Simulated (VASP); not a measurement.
A run of VASP 6.6.1:

Contents of INCAR:

```
SYSTEM = Cu
  PREC = Accurate
  ENCUT = 520
  EDIFF = 1E-7
  ISMEAR = 0
  SIGMA = 0.1
  LREAL = Auto
  LASPH = .TRUE.
  NELM = 100
  ALGO = Normal
  ISIF = 2
  LWAVE = .FALSE.
  LCHARG = .FALSE.
  LDIPOL = .TRUE.
  IDIPOL = 3
  DIPOL = 0.5 0.5 0.245
  GGA = PS
  ISYM = 0
  NBANDS = 162
  LUSENCCL = .FALSE.
```

KPOINTS

```
regular mesh
0
G
  3 15 1
  0 0 0
```

Contents of POSCAR:

```
Cu
1.0
   15.1181073815      0.0000000000      0.0000000000
   -1.2598422818      2.1821108416      0.0000000000
    0.0000000000      0.0000000000     20.2292553248
Cu
26
Direct
    0.0000000000      0.0000000000      0.0741500355
    0.0555555556      0.6666666668      0.1758499645
    0.1102405004      0.3304102688      0.2763947175
    0.1666666667      0.0000000001      0.0741500355
    0.2222222222      0.6666666666      0.1758499645
    0.2779805227      0.3333210102      0.2770967889
    0.3333333333     -0.0000000001      0.0741500355
    0.3888888889      0.6666666667      0.1758499645
    0.4440613105      0.3315205364      0.2772614179
    0.5000000000      0.0000000000      0.0741500355
    0.5555555556      0.6666666668      0.1758499645
    0.6110636538      0.3325566500      0.2766191635
    0.6666666667      0.0000000001      0.0741500355
    0.7222222222      0.6666666666      0.1758499645
    0.7779666008      0.3331483181      0.2772805652
    0.8333333333      0.9999999999      0.0741500355
    0.8888888889      0.6666666667      0.1758499645
    0.9438264139      0.3308880506      0.2766553551
   -0.0056005007      0.9831570787      0.3778908645
    0.1672220153      1.0017359800      0.3755619400
    0.3365625782      1.0095136729      0.3800718193
    0.5011308260      1.0031767768      0.3774465177
    0.6659463978      0.9976798816      0.3771050829
    0.8308652718      0.9924389487      0.3788586076
    0.0562236504      0.6689861701      0.4732378008
    0.2170001589      0.6514882754      0.4736462353
```

Potentials or basis: VASP PAW PBE potentials, release 64 (Cu).

Command:

```sh
$ cat potpaw_PBE.64/Cu/POTCAR > POTCAR
$ mpirun -np 1 vasp_std > vasp.out
```

Hardware: 1 × NVIDIA H100 80GB with 1 thread of AMD EPYC 7R13 Processor (Zen 3) (shared host).

How long does it take, and how much memory?

It took 18 min on 1 × NVIDIA H100 80GB with 1 thread of AMD EPYC 7R13 Processor (Zen 3) (shared host), peak memory 2.5 GiB. Counts: scf iterations 39, k points 23.
